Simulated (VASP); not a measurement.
Runs of VASP 6.6.1 on Cd3CuO. The structure is that of space group P4/mmm (No. 123), or close to it. The cells are those of the table. 

```tsv
spin	cell	k mesh	smearing	gap on the mesh (eV)	pressure (GPa)	moment (μB)	largest force (eV/Å)
off	a = 5.096, b = 5.096, c = 3.662 Å, 5 atoms	6 × 6 × 8	gaussian 0.1 eV	none	0.3	-	0.01
off	a = 3.151, b = 3.151, c = 10.031 Å, 5 atoms	10 × 10 × 4	gaussian 0.1 eV	none	0.7	-	0.03
collinear, ferromagnetic start	a = 3.161, b = 3.161, c = 9.774 Å, 5 atoms	4 × 4 × 2	gaussian 0.2 eV	none	0.7	0.00	0.02
off	a = 3.257, b = 3.257, c = 8.217 Å, 5 atoms	10 × 10 × 4	gaussian 0.1 eV	none	0.7	-	0.01
collinear, ferromagnetic start	a = 3.282, b = 3.282, c = 8.072 Å, 5 atoms	5 × 5 × 2	gaussian 0.2 eV	none	(a)	0.00	-
```

Alike in all rows: task single point; level PBE; potentials or basis VASP PAW PBE potentials, release 64 (Cd, Cu, O); cutoff (eV) 520.

Problem. Estimate the missing entries.

Solution. (a) 0.6.

Caveats: some runs use coarse meshes; an odd number of electrons without spin polarisation forces a metal (some runs); a magnetic or distorted state may lie lower (some runs).

A k mesh can miss the band edges, and the runs leave out spin-orbit coupling on Cd.

A gap of «none» marks levels without a gap at the run's occupations.
